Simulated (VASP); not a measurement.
Here is a VASP 6.6.1 calculation.

File INCAR:

```
SYSTEM = RuPt2
PREC = Accurate
ENCUT = 520
EDIFF = 1E-7
ISMEAR = 0
SIGMA = 0.1
LREAL = .False.
LASPH = .True.
NELM = 100
ALGO = Fast
ISIF = 2
LWAVE = .False.
LCHARG = .True.
GGA = PE
LELF = .True.
LVHAR = .True.
NBANDS = 24
```

KPOINTS

```
Automatic mesh
0
Gamma
  12 12 18
  0 0 0
```

File POSCAR:

```
RuPt2
1.0
    4.6448093146      0.0000000000      0.0000000000
   -2.3224046573      4.0225228621      0.0000000000
    0.0000000000      0.0000000000      2.6092209484
Ru Pt
1 2
Direct
    0.0000000000      0.0000000000      0.0000000000
    0.3333333333      0.6666666667      0.0000000000
    0.6666666667      0.3333333333      0.0000000000
```

Potentials or basis: VASP PAW PBE potentials, release 64 (Ru_pv, Pt).

Run with:

```bash
$ cat potpaw_PBE.64/Ru_pv/POTCAR potpaw_PBE.64/Pt/POTCAR > POTCAR
$ mpirun -np 1 vasp_std > vasp.out
```

Task: Predict the band gap on the k mesh.

Result: Zero (bands 17 and 18 overlap by 2.46 eV).

Task: Predict the pressure.

Result: -0.4 GPa.

Caveat: spin-orbit coupling is left out, which moves the levels of the heavy elements.
